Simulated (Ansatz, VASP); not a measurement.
**LiCl: VASP beside Ansatz**

Contents of INCAR:

```
SYSTEM = LiCl
ALGO = Normal
EDIFF = 1E-7
ENCUT = 520
GGA = PE
ISIF = 2
ISMEAR = -1
LASPH = .TRUE.
LCHARG = .FALSE.
LREAL = .FALSE.
LWAVE = .FALSE.
NBANDS = 12
NELM = 60
PREC = Accurate
SIGMA = 0.02
```

File KPOINTS:

```
k-points
0
G
  8 8 8
  0 0 0
```

File POSCAR:

```
LiCl
1.0
    0.0000000000      2.5560252152      2.5560252152
    2.5560252152      0.0000000000      2.5560252152
    2.5560252152      2.5560252152      0.0000000000
Li Cl
1 1
Direct
    0.0000000000      0.0000000000      0.0000000000
    0.5000000000      0.5000000000      0.5000000000
```

Input for Ansatz:

```yaml
crystal:
  lattice:
    - [0.0, 2.5560252152, 2.5560252152]
    - [2.5560252152, 0.0, 2.5560252152]
    - [2.5560252152, 2.5560252152, 0.0]
  atoms:
    - { symbol: Li, position: [0.0, 0.0, 0.0] }
    - { symbol: Cl, position: [0.5, 0.5, 0.5] }
kpoints:
  mp_grid: { grid: [8, 8, 8] }
  band_path:
    path:
      - [[0.0, 0.0, 0.0], [0.5, 1.594816825428e-34, 0.5], [0.625, 0.25, 0.625]]
      - [[0.375, 0.375, 0.75], [0.0, 0.0, 0.0], [0.5, 0.5, 0.5], [0.5, 0.25, 0.75], [0.5, 1.594816825428e-34, 0.5]]
    npoints: 10
hamiltonian:
  xc: pbe
scf:
  occupations: { method: fermi_dirac, width: 0.02 }
  n_extra_bands: 4
output:
  forces: true
  stress: true
  eigenvalues: true
```

Alike in both runs: task single point; functional PBE; k mesh 8 × 8 × 8; occupations fermi-dirac, width 0.02 eV; no spin polarisation.

|  | VASP | Ansatz |
| --- | --- | --- |
| version | VASP 6.6.1 | Ansatz 0.2.0 |
| potentials or method | VASP PAW PBE potentials, release 64 (Li_sv, Cl) | plane waves, PAW |
| plane-wave cutoff (eV) | 520 | 420 |
| valence electrons in the cell | 10 | 10 |

|  | VASP | Ansatz | Ansatz less VASP |
| --- | --- | --- | --- |
| gap on the k mesh at the Fermi level (eV) | 6.40 | 6.39 | -0.013 |

The functional is the same, so the differences come from potentials, cutoffs and numerics.

Noted on VASP's run: the cutoff is short for stress, so the pressure is rough.
